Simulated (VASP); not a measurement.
KF (Carobbiite): single point with PBE

KF (Carobbiite):

```
CELL_PARAMETERS angstrom
0.00000 2.70937 2.70937
2.70937 0.00000 2.70937
2.70937 2.70937 0.00000
ATOMIC_POSITIONS crystal
K 0.00000 0.00000 0.00000
F 0.50000 0.50000 0.50000
```

```json
{
 "Program": "VASP 6.6.1",
 "Task": "single point",
 "Functional": "PBE",
 "Potentials or basis": "VASP PAW PBE potentials, release 64 (K_sv, F)",
 "Cutoff": "520 eV",
 "k mesh": "8 × 8 × 8",
 "Occupations": "fermi-dirac, width 0.02 eV",
 "Spin": "no spin polarisation",
 "Dipole correction": "no",
 "Further INCAR settings": "ALGO = Normal; EDIFF = 1e-07; NBANDS = 15"
}
```

```yaml
Pressure: 0.0 GPa
Band_gap_on_the_k_mesh: 5.95 eV, direct
```

Levels at points of the mesh, in eV from the valence-band top:
```tsv
k point	band 4	band 5	band 6	band 7	band 8	band 9	band 10	band 11	band 12	band 13
(0.00, 0.00, 0.00)	-9.54	-9.54	0.00	0.00	0.00	5.95	10.56	10.56	10.56	12.18
(0.50, 0.00, 0.00)	-9.57	-9.57	-0.75	-0.31	-0.31	8.89	10.30	11.87	11.87	14.03
(0.50, 0.50, 0.00)	-9.72	-9.72	-0.23	-0.06	-0.06	8.16	10.07	11.48	13.39	13.97
```

Run time: 15 s on 1 thread of Intel(R) Xeon(R) Platinum 8488C (Sapphire Rapids) (shared host), peak memory 0.16 GiB.

A k mesh can miss the band edges. A hybrid or GW would open this gap; PBE tends to underestimate it.
